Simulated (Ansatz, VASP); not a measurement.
**One calculation of CuO, two programs**

```
Cu O
1.0
     3.17953    0.00000    0.00000
    -1.58977    2.75356    0.00000
     0.00000    0.00000    4.43149
Cu O
2 2
Cartesian
  0.0000 0.0000 0.0000
  0.0000 0.0000 2.2157
  0.0000 1.8357 1.1079
  1.5898 0.9179 3.3236
```

Alike in both runs: functional r2SCAN; k mesh 10 × 10 × 6; occupations fermi-dirac, width 0.05 eV; no spin polarisation; Hubbard terms Cu d U = 4.5 eV.

```csv
,VASP,Ansatz
version,VASP 6.6.1,Ansatz 0.2.0
potentials or method,"VASP PAW PBE potentials, release 64 (Cu, O)",Ansatz PAW
plane-wave cutoff (eV),520,500
valence electrons in the cell,34,50
task,single point,band structure
```

VASP gave:

```
gap on the k mesh at the Fermi level (eV)                     : none
pressure (GPa)                                                : -5.2
traceless stress, the component that is largest in VASP (GPa) : 29.91
```

Task: Estimate Ansatz's values.

Result: gap on the k mesh at the Fermi level (eV): none; pressure (GPa): 0.4; traceless stress, the component that is largest in VASP (GPa): 30.04.

VASP's potentials were made for PBE, not for r2SCAN. The programs project onto different local orbitals, so the same U acts differently, and such runs can settle in different states. A gap of «none» marks a metal or a gap that the smearing closes. VASP's potentials hold 34 valence electrons a cell and Ansatz's 50, so a difference there can come from the potentials and not from the codes.
